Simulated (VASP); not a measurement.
# Ag (Fmmm) in VASP: notebook, part 2 of 2

VASP 6.6.1. Earlier steps stand in the parts before.

## Step 5: Single point, PBE (strain +0.0937 x Voigt [0, 0, 0, 1, 0, 0])

Contents of INCAR:

```
ALGO = Fast
EDIFF = 1E-6
ENCUT = 520
GGA = PE
ISIF = 2
ISMEAR = 0
LASPH = True
LCHARG = False
LREAL = False
LWAVE = False
NBANDS = 12
NELM = 80
PREC = Accurate
SIGMA = 0.15
```

Contents of KPOINTS:

```
k-points
0
Gamma
  20 20 20
```

Contents of POSCAR:

```
Ag
1.0
   -1.6556540000      1.7332213899      1.7332213899
    1.6556540000     -1.5780866101      1.5780866101
    1.6556540000      1.5780866101     -1.5780866101
Ag
1
Direct
    0.0000000000      0.0000000000      0.0000000000
```

Potentials or basis: VASP PAW PBE potentials, release 64 (Ag).

Command:

```console
> cat potpaw_PBE.64/Ag/POTCAR > POTCAR
> mpirun -np 1 vasp_std > vasp.out
```

OUTCAR:

```text
EDIFF = 1E-6
   ENCUT = 520
   GGA = PE
   ISIF = 2
   ISMEAR = 0
   LASPH = True
   LREAL = False
   NELM = 80
   PREC = Accurate

 ion  position               nearest neighbor table
   1  0.000  0.000  0.000-

  LATTYP: Found a face centered orthorhombic cell.
 ALAT       =     3.3113080000
 B/A-ratio  =     1.3479576570
 C/A-ratio  =     1.4804694678

  Lattice vectors:

 A1 = (   0.0000000000,   3.3113080000,   0.1551347798)
 A2 = (   1.6556540000,   1.7332213899,   1.7332213899)
 A3 = (   1.6556540000,   1.5780866101,  -1.5780866101)

Analysis of symmetry for initial positions (statically):
=====================================================================
 Subroutine PRICEL returns:
 Original cell was already a primitive cell.

 Routine SETGRP: Setting up the symmetry group for a
 face centered orthorhombic supercell.

 Subroutine GETGRP returns: Found  8 space group operations
 (whereof  8 operations were pure point group operations)
 out of a pool of  8 trial point group operations.

The static configuration has the point symmetry D_2h.

Analysis of symmetry for dynamics (positions and initial velocities):
=====================================================================
 Subroutine PRICEL returns:
 Original cell was already a primitive cell.

 Routine SETGRP: Setting up the symmetry group for a
 face centered orthorhombic supercell.

 Subroutine GETGRP returns: Found  8 space group operations
 (whereof  8 operations were pure point group operations)
 out of a pool of  8 trial point group operations.

The dynamic configuration has the point symmetry D_2h.

 Subroutine INISYM returns: Found  8 space group operations
 (whereof  8 operations are pure point group operations),
 and found     1 'primitive' translations

----------------------------------------------------------------------------------------

                                     Primitive cell

  volume of cell :      18.1140

  direct lattice vectors                    reciprocal lattice vectors
    -1.655654000  1.733221390  1.733221390     0.000000000  0.288480169  0.288480169
     1.655654000 -1.578086610  1.578086610     0.301995465 -0.014179611  0.302659780
     1.655654000  1.578086610 -1.578086610     0.301995465  0.302659780 -0.014179611

  length of vectors
     2.957922065  2.778831565  2.778831565     0.407972568  0.427791146  0.427791146

  position of ions in fractional coordinates (direct lattice)
     0.000000000  0.000000000  0.000000000

  ion indices of the primitive-cell ions
   primitive index   ion index
                 1           1

----------------------------------------------------------------------------------------

 KPOINTS: k-points

Automatic generation of k-mesh.
 Grid dimensions read from file:
 generate k-points for:   20   20   20

 Generating k-lattice:

  Cartesian coordinates                     Fractional coordinates (reciprocal lattice)
     0.000000000  0.014424008  0.014424008     0.050000000  0.000000000  0.000000000
     0.015099773 -0.000708981  0.015132989     0.000000000  0.050000000  0.000000000
     0.015099773  0.015132989 -0.000708981    -0.000000000  0.000000000  0.050000000

  Length of vectors
     0.020398628  0.021389557  0.021389557

  Shift w.r.t. Gamma in fractional coordinates (k-lattice)
     0.000000000  0.000000000  0.000000000

 Subroutine IBZKPT returns following result:
 ===========================================

 Found   1166 irreducible k-points:

 Following reciprocal coordinates:
            Coordinates               Weight
  0.000000  0.000000  0.000000      1.000000
  0.050000  0.000000  0.000000      2.000000
  0.100000  0.000000  0.000000      2.000000
  0.150000  0.000000  0.000000      2.000000
  0.200000  0.000000  0.000000      2.000000
  0.250000  0.000000  0.000000      2.000000
[... 16 lines left out ...]
  0.050000  0.100000  0.000000      8.000000
  0.100000  0.100000  0.000000      8.000000
 [... further k-points ...]
   k-points           NKPTS =   1166   k-points in BZ     NKDIM =   1166   number of bands    NBANDS=     12
   number of dos      NEDOS =    301   number of ions     NIONS =      1
   total plane-waves  NPLWV =  13824
   dimension x,y,z NGX =    24 NGY =   24 NGZ =   24
   dimension x,y,z NGXF=    48 NGYF=   48 NGZF=   48
   ions per type =               1
   NGX,Y,Z   is equivalent  to a cutoff of  13.49, 14.36, 14.36 a.u.
   NGXF,Y,Z  is equivalent  to a cutoff of  26.98, 28.72, 28.72 a.u.
 SYSTEM =  unknown system
   PREC   = accura    normal or accurate (medium, high low for compatibility)
   ISTART =      0    job   : 0-new  1-cont  2-samecut
   ICHARG =      2    charge: 1-file 2-atom 10-const
   ISPIN  =      1    spin polarized calculation?
   LNONCOLLINEAR =      F non collinear calculations
   LSORBIT =      F    spin-orbit coupling
   LASPH  =      T    aspherical Exc in radial PAW
   ENCUT  =  520.0 eV  38.22 Ry    6.18 a.u.   5.50  5.17  5.17*2*pi/ulx,y,z
   NELM   =     80;   NELMIN=  2; NELMDL= -5     # of ELM steps
   EDIFF  = 0.1E-05   stopping-criterion for ELM
   LREAL  =      F    real-space projection
   EDIFFG = 0.1E-04   stopping-criterion for IOM
   NSW    =      0    number of steps for IOM
   IBRION =     -1    ionic relax: 0-MD 1-quasi-New 2-CG
   NFREE  =      0    steps in history (QN), initial steepest desc. (CG)
   ISIF   =      2    stress and relaxation
   ISYM   =      2    0-nonsym 1-usesym 2-fastsym
   POTIM  = 0.5000    time-step for ionic-motion
   TEBEG  =    0.0;   TEEND  =   0.0 temperature during run
   PSTRESS=    0.0 pullay stress
   NELECT =      11.0000    total number of electrons
   NUPDOWN=      -1.0000    fix difference up-down
   EMIN   =  10.00;   EMAX   =-10.00  energy-range for DOS
   EFERMI =   0.00;   METHOD = LEGACY
   ISMEAR =     0;   SIGMA  =   0.15  broadening in eV -4-tet -1-fermi 0-gaus
   EFERMI_NEDOS =   21; number of points for ismear=-14 and -15
   IALGO  =     68    algorithm
   IMIX   =      4    mixing-type and parameters
     AMIX     =   0.40;   BMIX     =  1.00
     AMIX_MAG =   1.60;   BMIX_MAG =  1.00
  volume/ion in A,a.u.               =      18.11       122.24
  Fermi-wavevector in a.u.,A,eV,Ry     =   1.386333  2.619790 26.149300  1.921919
  Thomas-Fermi vector in A             =   2.510659
   LORBIT       =      0    0 simple, 1 ext, 2 COOP (PROOUT), +10 PAW based schemes
   GGA     = PE    functional components
   LHFCALC =     F    Hartree Fock is set to
   AEXX    =    0.0000 exact exchange contribution
   IVDW    =     0    specifies the selected vdW correction
   LEPSILON=     F    determine dielectric tensor
   LRPA    =     F    only Hartree local field effects (RPA)
 non-spin polarized calculation
 RMM-DIIS sequential band-by-band and
 Gauss-broadening in eV      SIGMA  =   0.15
  energy-cutoff  :      520.00
  volume of cell :       18.11
 maximum number of plane-waves:       501
 NGX is ok and might be reduce to    24
   NGX = 11   NGY = 11   NGZ = 11

 number of electron      11.0000002 magnetization

 Free energy of the ion-electron system (eV)
  ---------------------------------------------------
  ext. energy  EPLUGINS =         0.00000000
  ---------------------------------------------------
  free energy    TOTEN  =        -2.66317396 eV

  energy without entropy =       -2.66019399  energy(sigma->0) =       -2.66168398

 E-fermi :   7.6806     XC(G=0): -11.8472

 val. band max:        7.6786233699   @ k =  -0.3000   0.4000   0.2000
 cond. band min:       7.6808745467   @ k =  -0.0000   0.4000   0.1000
 fundamental gap:      0.0022511769
 Fermi energy:         7.6806319132

 k-point     1 :       0.0000    0.0000    0.0000
  band No.  band energies     occupation
      1       0.2899      2.00000
      2       2.5314      2.00000
      3       2.8440      2.00000
      4       3.2530      2.00000
      5       4.1350      2.00000
      6       4.1906      2.00000
      7      24.2943      0.00000
      8      25.4375      0.00000
      9      26.0352      0.00000
     10      29.7359      0.00000
     11      30.5482      0.00000
     12      30.7475      0.00000
[... 331 lines left out ...]
 k-point    24 :       0.1000    0.1000    0.0000
  band No.  band energies     occupation
      1       1.0907      2.00000
      2       2.4811      2.00000
      3       2.8076      2.00000
      4       3.6374      2.00000
      5       4.0548      2.00000
      6       4.2206      2.00000
      7      21.5408      0.00000
      8      23.3524      0.00000
      9      26.2061      0.00000
     10      26.3814      0.00000
     11      29.0073      0.00000
     12      30.4547      0.00000

 [... further k-points ...]

------------------------ aborting loop because EDIFF is reached ----------------------------------------

  FORCE on cell =-STRESS in cart. coord.  units (eV):
  Direction    XX          YY          ZZ          XY          YZ          ZX
  --------------------------------------------------------------------------------------
  -------------------------------------------------------------------------------------
  Total        0.0525410     -0.0124614     -0.0124614     -0.0000000     -0.5097019      0.0000000
  in kB        4.6472374     -1.1022088     -1.1022088     -0.0000000    -45.0829594      0.0000000
  external PRESSURE =       0.8142732 kB  Pullay stress =       0.0000000 kB

 VOLUME and BASIS-vectors are now :
 -----------------------------------------------------------------------------
  energy-cutoff  :      520.00
  volume of cell :       18.11
      direct lattice vectors                 reciprocal lattice vectors
    -1.655654000  1.733221390  1.733221390     0.000000000  0.288480169  0.288480169
     1.655654000 -1.578086610  1.578086610     0.301995465 -0.014179611  0.302659780
     1.655654000  1.578086610 -1.578086610     0.301995465  0.302659780 -0.014179611

 POSITION                                       TOTAL-FORCE (eV/Angst)
 -----------------------------------------------------------------------------------
      0.00000      0.00000      0.00000         0.000000      0.000000      0.000000
 -----------------------------------------------------------------------------------
    total drift:                               -0.000000      0.000000     -0.000000

  FREE ENERGIE OF THE ION-ELECTRON SYSTEM (eV)
  ---------------------------------------------------
  free  energy   TOTEN  =        -2.6631739624 eV

  energy  without entropy=       -2.6601939880  energy(sigma->0) =       -2.66168398
```

stdout:

```text
POSCAR found type information on POSCAR Ag
 POSCAR found :  1 types and       1 ions
 scaLAPACK will be used
 LDA part: xc-table for (Slater+PW92), standard interpolation
 POSCAR, INCAR and KPOINTS ok, starting setup
 FFT: planning ... GRIDC
 FFT: planning ... GRID_SOFT
 FFT: planning ... GRID
 WAVECAR not read
 entering main loop
```

Wall time 4.5 min (1 thread of Intel Xeon 8259CL, shared host); peak memory 0.35 GiB.

Results:

```yaml
Free_energy: -2.6632 eV
Pressure: 0.1 GPa
Band_gap_on_the_k_mesh: zero (an odd number of electrons rules out a gap without spin polarisation)
```

Caveat: the cell differs from its parent crystal (strain +0.0937 x Voigt [0, 0, 0, 1, 0, 0]).

## Step 6: Overview

```csv
cell,gap on the mesh (eV),pressure (GPa)
"a = 2.726, b = 3.013, c = 3.013 Å, angles 113.3, 109.5, 109.5°, 1 atom",none,1.7
"a = 2.976, b = 2.761, c = 2.761 Å, angles 106.3, 109.5, 109.5°, 1 atom",none,0.5
"a = 2.994, b = 2.744, c = 2.744 Å, angles 105.8, 109.5, 109.5°, 1 atom",none,1.1
"a = 2.958, b = 2.779, c = 2.779 Å, angles 106.9, 109.5, 109.5°, 1 atom",none,0.1
```

Alike in all rows: task single point; level PBE; potentials or basis VASP PAW PBE potentials, release 64 (Ag); no spin polarisation; k mesh 20 × 20 × 20; cutoff (eV) 520; smearing gaussian 0.15 eV.

Absolute energies hang on the potentials; compare differences alone.
